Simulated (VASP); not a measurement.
# Si3Au: relaxation of cell and atoms with PBE

The system is Si3Au.

```xyz
4
Lattice="4.0286 0.0000 0.0000 0.0000 4.0286 0.0000 0.0000 0.0000 4.0286" Properties=species:S:1:pos:R:3 pbc="T T T"
Si    0.0000    2.0143    2.0143
Si    2.0143    0.0000    2.0143
Si    2.0143    2.0143    0.0000
Au    0.0000    0.0000    0.0000
```

| Quantity | Value |
| --- | --- |
| Program | VASP 6.6.1 |
| Task | relaxation of cell and atoms |
| Functional | PBE |
| Potentials or basis | VASP PAW PBE potentials, release 64 (Si, Au) |
| Cutoff | 600 eV |
| k mesh | 12 × 12 × 12 |
| Occupations | gaussian, width 0.1 eV |
| Spin | no spin polarisation |
| Dipole correction | no |
| Further INCAR settings | ALGO = Normal; EDIFF = 1e-07; IBRION = 2; EDIFFG = -0.01; NSW = 100; ISIF = 3 |

- Pressure after relaxing: -0.1 GPa
- Band gap on the k mesh: zero (an odd number of electrons rules out a gap without spin polarisation)

Final structure:
```
CELL_PARAMETERS angstrom
4.02863 0.00000 0.00000
0.00000 4.02863 0.00000
0.00000 0.00000 4.02863
ATOMIC_POSITIONS crystal
Si 0.00000 0.50000 0.50000
Si 0.50000 0.00000 0.50000
Si 0.50000 0.50000 0.00000
Au 0.00000 0.00000 0.00000
```

Levels at points of the mesh, in eV from the Fermi level:
| k point | band 10 | band 11 | band 12 | band 13 | band 14 | band 15 |
| --- | --- | --- | --- | --- | --- | --- |
| (0.00, 0.00, 0.00) | -1.91 | -1.91 | -1.55 | 2.54 | 2.54 | 2.54 |
| (0.50, 0.00, 0.00) | -1.31 | -0.80 | -0.80 | -0.21 | -0.19 | 2.10 |
| (0.50, 0.50, 0.00) | -0.74 | 0.26 | 0.69 | 0.69 | 1.83 | 1.83 |
| (0.50, 0.50, 0.50) | -3.61 | -2.97 | -2.97 | -2.97 | 7.17 | 7.17 |

Wall time 40 s on 1 thread of AMD EPYC 9R45 96-Core Processor (Zen 5), on a shared host, peak memory 0.22 GiB.

Caveat: the relaxation stopped at its first step, so nothing moved; spin-orbit coupling is left out, which moves the levels of the heavy elements.
